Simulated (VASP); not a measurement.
Input of a VASP 6.6.1 run:

File INCAR:

```
SYSTEM = NaCl
ALGO     = Normal         ! electronic algorithm
EDIFF    = 1E-6           ! SCF threshold, eV
ENCUT    = 520            ! plane-wave cutoff, eV
GGA      = PS             ! functional
ISIF     = 2              ! what is computed and relaxed
ISMEAR   = 0              ! smearing method
LASPH    = .TRUE.         ! aspherical terms in the spheres
LCHARG   = .FALSE.        ! write CHGCAR
LREAL    = .FALSE.        ! projectors in reciprocal space
LWAVE    = .FALSE.        ! write WAVECAR
NBANDS   = 14             ! bands
NELM     = 100            ! most SCF steps
PREC     = Accurate       ! precision mode
SIGMA    = 0.02           ! smearing width, eV
```

File KPOINTS:

```
k-points
0
G
  6 6 6
  0 0 0
```

The input POSCAR:

```
NaCl
1.0
    3.5557034632      0.0000000000      0.0000000000
    0.0000000000      3.6082363132      0.0000000000
    0.0000000000      0.0000000000      3.5557034632
Na Cl
1 1
Direct
    0.0000000000      0.0000000000      0.0000000000
    0.5000000000      0.5000000000      0.5000000000
```

Potentials or basis: VASP PAW PBE potentials, release 64 (Na_pv, Cl).

Launch:

```console
$ cat potpaw_PBE.64/Na_pv/POTCAR potpaw_PBE.64/Cl/POTCAR > POTCAR
$ mpirun -np 1 vasp_std > vasp.out
```

(1) Predict the band gap on the k mesh.

(2) Estimate the pressure.

Results:

(1) 3.63 eV, indirect (least direct gap 4.07 eV).

(2) -2.4 GPa.

Caveat: the cell differs from its parent crystal (strained); the PAW data sets were made with another functional, which shifts forces and pressure a little.
